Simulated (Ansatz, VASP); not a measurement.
**YNb2As3: VASP beside Ansatz**

```xyz
6
Lattice="6.2836 0.0000 0.0000 -3.1418 5.4417 0.0000 0.0000 0.0000 3.6813" Properties=species:S:1:pos:R:3 pbc="T T T"
Y     0.0000    0.0000    1.8406
Nb    3.1418    1.8139    1.8406
Nb    0.0000    3.6278    1.8406
As   -1.5709    2.7209    0.0000
As    1.5709    2.7209    0.0000
As    3.1418    0.0000    0.0000
```

Change from the starting cell: species swapped into the YB2Rh3 type (P6/mmm, No. 191).

Alike in both runs: task single point; functional PBE; k mesh 3 × 3 × 6; occupations gaussian, width 0.1 eV; collinear spin.

|  | VASP | Ansatz |
| --- | --- | --- |
| version | VASP 6.6.1 | Ansatz 0.2.0 |
| potentials or method | VASP PAW PBE potentials, release 64 (Y_sv, Nb_sv, As), cutoff 500 eV | scalar-relativistic, plane waves, PAW |
| valence electrons in the cell | 52 | 82 |

|  | VASP | Ansatz | Ansatz less VASP |
| --- | --- | --- | --- |
| gap on the k mesh at the Fermi level (eV) | none | none | - |
| pressure (GPa) | 2.2 | 2.2 | 0.00 |
| traceless stress, the component that is largest in VASP (GPa) | 0.44 | 0.43 | -0.012 |
| net moment per atom (μB) | 0.21 | 0.21 | 0.000 |
| size of the moment on the site where the two differ most (μB) | 0.22 | 0.19 | -0.028 |

Site moments also hang on the region over which each program counts them. A gap of «none» marks a metal or a gap that the smearing closes. VASP's potentials hold 52 valence electrons a cell and Ansatz's 82, so a difference there can come from the potentials and not from the codes.

The k mesh is coarse, so the values compare programs but aren't converged.
